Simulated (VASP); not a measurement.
# Cs (I4/mmm) in VASP: further runs, part 2 of 2

VASP 6.6.1. Earlier steps stand in the parts before.

### Step 5. Relaxation of cell and atoms, PBE, target pressure 8 GPa, at which the enthalpy is minimised

This run uses another cell than the first one: it holds 1 atom, not 2.

The input, INCAR:

```
PREC = Accurate ; ENCUT = 600
EDIFF = 1E-6 ; ISMEAR = 0
SIGMA = 0.1 ; LREAL = F
LASPH = T ; NELM = 80
ALGO = Fast ; ISIF = 3
LWAVE = F ; LCHARG = F
GGA = PE ; IBRION = 2
NSW = 70 ; EDIFFG = -0.008
PSTRESS = 80.0
```

The input, KPOINTS:

```
regular mesh
0
Gamma
  14 14 14
```

The input, POSCAR:

```
Cs
1.0
   -2.1377188101      2.1377188101      3.1465809262
    2.1377188101     -2.1377188101      3.1465809262
    2.1377188101      2.1377188101     -3.1465809262
Cs
1
Direct
    0.0000000000      0.0000000000      0.0000000000
```

Potentials or basis: VASP PAW PBE potentials, release 64 (Cs_sv).

On the command line:

```bash
$ cat potpaw_PBE.64/Cs_sv/POTCAR > POTCAR
$ mpirun -np 1 vasp_std > vasp.out
```

OUTCAR:

```text
PREC = Accurate
   ENCUT = 600
   EDIFF = 1E-6
   ISMEAR = 0
   LREAL = F
   LASPH = T
   NELM = 80
   ISIF = 3
   GGA = PE
   IBRION = 2
   NSW = 70
   EDIFFG = -0.008
   PSTRESS = 80.0

 ion  position               nearest neighbor table
   1  0.000  0.000  0.000-

  LATTYP: Found a body centered tetragonal cell.
 ALAT       =     4.2754376202
 C/A-ratio  =     1.4719339659

  Lattice vectors:

 A1 = (  -2.1377188101,   2.1377188101,   3.1465809262)
 A2 = (   2.1377188101,  -2.1377188101,   3.1465809262)
 A3 = (   2.1377188101,   2.1377188101,  -3.1465809262)

Analysis of symmetry for initial positions (statically):
=====================================================================
 Subroutine PRICEL returns:
[... 263 lines left out ...]
      8       7.5335      0.00000
[... 285 lines left out ...]
  energy  without entropy=        0.1316541104  energy(sigma->0) =        0.12579547

  enthalpy is  TOTEN    =         2.2198337060 eV   P V=        2.0998968670

[... ionic steps 4 to 14 ...]

--------------------------------------- Ionic step       15  -------------------------------------------

 number of electron       9.0000000 magnetization

------------------------ aborting loop because EDIFF is reached ----------------------------------------
[... 69 lines left out ...]
--------------------------------------- Ionic step       17  -------------------------------------------

 number of electron       9.0000000 magnetization

 Free energy of the ion-electron system (eV)
  ---------------------------------------------------
  ext. energy  EPLUGINS =         0.00000000
  ---------------------------------------------------
  free energy    TOTEN  =         0.21393565 eV

  energy without entropy =        0.22528844  energy(sigma->0) =        0.21961205

 E-fermi :   4.8775     XC(G=0):  -8.9711

 val. band max:        4.8657728106   @ k =  -0.4286   0.2143   0.0714
 cond. band min:       4.8790806260   @ k =  -0.2857   0.2857   0.0714
 fundamental gap:      0.0133078154
 Fermi energy:         4.8775192948

 k-point     1 :       0.0000    0.0000    0.0000
  band No.  band energies     occupation
      1     -19.4117      2.00000
      2      -4.8311      2.00000
      3      -4.8311      2.00000
      4      -4.8292      2.00000
      5       3.0992      2.00000
      6       7.7430      0.00000
      7       7.7430      0.00000
      8       7.7603      0.00000
[... 285 lines left out ...]
  energy  without entropy=        0.2252884404  energy(sigma->0) =        0.21961205

  enthalpy is  TOTEN    =         2.2152847487 eV   P V=        2.0013490944

 reached required accuracy - stopping structural energy minimisation
```

CONTCAR:

```text
Cs
   1.00000000000000
    -1.9221675741694699    1.9221675741694702    2.7120704059831451
     1.9221675741694699   -1.9221675741694693    2.7120704059831451
     1.9221675741694699    1.9221675741694693   -2.7120704059831451
  Cs
     1
Direct
     0.0000000000000000    0.0000000000000000    0.0000000000000000

  0.00000000E+00  0.00000000E+00  0.00000000E+00
```

It took 8.2 min on 1 thread of Intel Xeon 6975P-C (Granite Rapids), shared host; peak memory 0.33 GiB.

Results:

* Free energy: 0.2139 eV
* Relaxed volume: 40.08 Å³/atom
* Relaxed cell: a = 3.840 Å, b = 3.840 Å, c = 3.840 Å, α = 119.92°, β = 119.92°, γ = 90.13°
* Space group after relaxing (to 0.1 Å): Fm-3m (No. 225)
* Energy change on relaxing (the run minimises the enthalpy): +613.7 meV/atom
* Ionic steps: 17
* Pressure after relaxing: 8.0 GPa
* Band gap on the k mesh: zero (an odd number of electrons rules out a gap without spin polarisation)

The path:
| step | energy change (eV) | largest force (eV/Å) | pressure (GPa) | volume (Å³) |
| --- | --- | --- | --- | --- |
| 1 | 0.0000 | 0.0000 | 3.75 | 57.52 |
| 2 | 0.3637 | 0.0000 | 6.41 | 45.72 |
| 3 | 0.5197 | 0.0000 | 7.31 | 42.06 |
| 4 | 0.8756 | 0.0000 | 9.93 | 35.32 |
| 5 | 0.6207 | 0.0000 | 8.05 | 39.95 |
| 6 | 0.6052 | 0.0000 | 7.93 | 40.26 |
| 7 | 0.6052 | 0.0000 | 7.94 | 40.26 |
| 8 | 0.6053 | 0.0000 | 7.94 | 40.26 |
| 9 | 0.6055 | 0.0000 | 7.95 | 40.25 |
| 10 | 0.6063 | 0.0000 | 7.95 | 40.23 |
| 11 | 0.6093 | 0.0000 | 7.95 | 40.17 |
| 12 | 0.6069 | 0.0000 | 7.94 | 40.22 |
| 13 | 0.6079 | 0.0000 | 7.95 | 40.20 |
| 14 | 0.6076 | 0.0000 | 7.95 | 40.21 |
| 15 | 0.6072 | 0.0000 | 7.95 | 40.21 |
| 16 | 0.6293 | 0.0000 | 8.13 | 39.77 |
| 17 | 0.6137 | 0.0000 | 8.00 | 40.08 |

Final structure:
```
Cs
1.0
    -1.92217    1.92217    2.71207
     1.92217   -1.92217    2.71207
     1.92217    1.92217   -2.71207
Cs
1
Direct
  0.00000 0.00000 0.00000
```

Levels at points of the mesh, in eV from the Fermi level:
| k point | band 1 | band 2 | band 3 | band 4 | band 5 | band 6 | band 7 | band 8 |
| --- | --- | --- | --- | --- | --- | --- | --- | --- |
| (0.00, 0.00, 0.00) | -24.29 | -9.71 | -9.71 | -9.71 | -1.78 | 2.87 | 2.87 | 2.88 |
| (0.50, 0.00, 0.00) | -23.85 | -12.28 | -10.02 | -10.02 | -0.58 | 2.48 | 2.51 | 4.04 |
| (0.50, 0.50, 0.00) | -23.70 | -12.06 | -10.62 | -10.61 | -1.35 | -0.44 | 6.24 | 8.29 |
| (0.50, 0.50, 0.50) | -23.70 | -12.06 | -10.62 | -10.62 | -1.36 | -0.45 | 6.26 | 8.28 |

Caveat: the cell is relaxed towards a set pressure, so the run minimises the enthalpy, not the energy; the volume moved by over 15 % at a fixed basis, so the end points are rough; spin-orbit coupling is left out, which moves the levels of the heavy elements.

### Step 6. Relaxation of cell and atoms, PBE, target pressure 3 GPa, at which the enthalpy is minimised

This run uses another cell than the first one: it holds 1 atom, not 2.

The input, INCAR:

```
ALGO = Fast ; EDIFF = 1E-6
EDIFFG = -0.008 ; ENCUT = 600
GGA = PE ; IBRION = 2
ISIF = 3 ; ISMEAR = 0
LASPH = True ; LCHARG = False
LREAL = False ; LWAVE = False
NELM = 60 ; NSW = 70
PREC = Accurate ; PSTRESS = 30.0
SIGMA = 0.1
```

The input, KPOINTS:

```
k-points
0
Gamma
  12 12 12
```

The input, POSCAR:

```
Cs
1.0
   -2.6801998185      2.6801998185      3.9524182025
    2.6801998185     -2.6801998185      3.9524182025
    2.6801998185      2.6801998185     -3.9524182025
Cs
1
Direct
    0.0000000000      0.0000000000      0.0000000000
```

Potentials or basis: VASP PAW PBE potentials, release 64 (Cs_sv).

On the command line:

```bash
$ cat potpaw_PBE.64/Cs_sv/POTCAR > POTCAR
$ mpirun -np 1 vasp_std > vasp.out
```

It took 12 min on 1 thread of Intel Xeon 6975P-C (Granite Rapids), shared host; peak memory 0.49 GiB.

Results (log left out):

| Property | Result |
| --- | --- |
| Free energy | -0.5064 eV |
| Relaxed volume | 62.44 Å³/atom |
| Relaxed cell | a = 4.451 Å, b = 4.451 Å, c = 4.451 Å, α = 119.91°, β = 119.91°, γ = 90.15° |
| Space group after relaxing (to 0.1 Å) | Fm-3m (No. 225) |
| Energy change on relaxing (the run minimises the enthalpy) | +347.0 meV/atom |
| Ionic steps | 13 |
| Pressure after relaxing | 3.0 GPa |
| Band gap on the k mesh | zero (an odd number of electrons rules out a gap without spin polarisation) |

Step by step:
| step | energy change (eV) | largest force (eV/Å) | pressure (GPa) | volume (Å³) |
| --- | --- | --- | --- | --- |
| 1 | 0.0000 | 0.0000 | 0.06 | 113.57 |
| 2 | 0.1024 | 0.0000 | 1.20 | 82.68 |
| 3 | 0.2379 | 0.0000 | 2.16 | 69.33 |
| 4 | 0.7619 | 0.0000 | 5.95 | 47.10 |
| 5 | 0.3532 | 0.0000 | 3.03 | 62.14 |
| 6 | 0.3377 | 0.0000 | 2.93 | 62.97 |
| 7 | 0.3377 | 0.0000 | 2.93 | 62.97 |
| 8 | 0.3379 | 0.0000 | 2.92 | 62.95 |
| 9 | 0.3385 | 0.0000 | 2.93 | 62.90 |
| 10 | 0.3408 | 0.0000 | 2.95 | 62.78 |
| 11 | 0.3395 | 0.0000 | 2.94 | 62.84 |
| 12 | 0.3551 | 0.0000 | 3.06 | 62.01 |
| 13 | 0.3470 | 0.0000 | 2.99 | 62.44 |

Final structure:
```
CELL_PARAMETERS angstrom
-2.22846 2.22846 3.14330
2.22846 -2.22846 3.14330
2.22846 2.22846 -3.14330
ATOMIC_POSITIONS crystal
Cs 0.00000 0.00000 0.00000
```

Levels at points of the mesh, in eV from the Fermi level:
| k point | band 2 | band 3 | band 4 | band 5 | band 6 | band 7 | band 8 |
| --- | --- | --- | --- | --- | --- | --- | --- |
| (0.00, 0.00, 0.00) | -10.17 | -10.17 | -10.17 | -2.13 | 2.75 | 2.75 | 2.76 |
| (0.50, 0.00, 0.00) | -11.05 | -10.28 | -10.27 | -0.29 | 2.00 | 2.49 | 2.51 |
| (0.50, 0.50, 0.00) | -10.98 | -10.47 | -10.47 | -0.42 | 0.47 | 3.25 | 6.45 |
| (0.50, 0.50, 0.50) | -10.98 | -10.48 | -10.48 | -0.42 | 0.46 | 3.27 | 6.42 |

Caveat: the cell is relaxed towards a set pressure, so the run minimises the enthalpy, not the energy; the volume moved by over 15 % at a fixed basis, so the end points are rough; spin-orbit coupling is left out, which moves the levels of the heavy elements.

### Step 7. Summary

| task | cell | k mesh | cutoff (eV) | gap on the mesh (eV) | pressure (GPa) |
| --- | --- | --- | --- | --- | --- |
| single point | a = 5.519, b = 5.519, c = 7.674 Å, 2 atoms, atomic positions A | 8 × 8 × 6 | 520 | none | 0.0 |
| single point | a = 5.465, b = 5.465, c = 7.932 Å, 2 atoms, atomic positions A | 8 × 8 × 6 | 520 | none | 0.0 |
| relaxation of cell and atoms | relaxed to 8 GPa from a = 4.364 Å, angles 121.3, 121.3, 87.7°, 1 atom, atomic positions B | 14 × 14 × 14 | 600 | none | 8.0 |
| relaxation of cell and atoms | relaxed to 3 GPa from a = 5.476 Å, angles 121.4, 121.4, 87.6°, 1 atom, atomic positions B | 12 × 12 × 12 | 600 | none | 3.0 |

Alike in all rows: level PBE; potentials or basis VASP PAW PBE potentials, release 64 (Cs_sv); no spin polarisation; smearing gaussian 0.1 eV.

Caveats: spin-orbit coupling is left out, which moves the levels of the heavy elements; the cell is relaxed towards a set pressure, so the run minimises the enthalpy, not the energy (at least some runs); the volume moved by over 15 % at a fixed basis, so the end points are rough (at least some runs).

Total energies depend on the potentials used, so only differences within one code and one set of settings carry meaning.

The gap in the log of VASP goes by the Fermi energy; the results here count the filled bands.